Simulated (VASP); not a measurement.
A run of VASP 6.6.1 is set up as follows.

INCAR

```
PREC = Accurate
ENCUT = 520
EDIFF = 1E-6
ISMEAR = -1
SIGMA = 0.05
LREAL = F
LASPH = T
NELM = 60
ALGO = Normal
ISIF = 2
LWAVE = F
LCHARG = T
GGA = PS
LELF = T
LVHAR = T
NBANDS = 16
```

Contents of KPOINTS:

```
regular mesh
0
Gamma
  7 7 7
```

Contents of POSCAR:

```
HgTe
1.0
    0.0000000000      3.2555278302      3.2555278302
    3.2555278302      0.0000000000      3.2555278302
    3.2555278302      3.2555278302      0.0000000000
Hg Te
1 1
Direct
    0.0000000000      0.0000000000      0.0000000000
    0.7500000000      0.7500000000      0.7500000000
```

Potentials or basis: VASP PAW PBE potentials, release 64 (Hg, Te).

Run with:

```bash
$ cat potpaw_PBE.64/Hg/POTCAR potpaw_PBE.64/Te/POTCAR > POTCAR
$ mpirun -np 1 vasp_std > vasp.out
```

Q: Predict the pressure.

A: 0.1 GPa.

Q: What does it give for the band gap on the k mesh?

A: Zero (filled and empty bands touch).

Caveat: the PAW data sets were made with another functional, which shifts forces and pressure a little; spin-orbit coupling is left out, which moves the levels of the heavy elements.
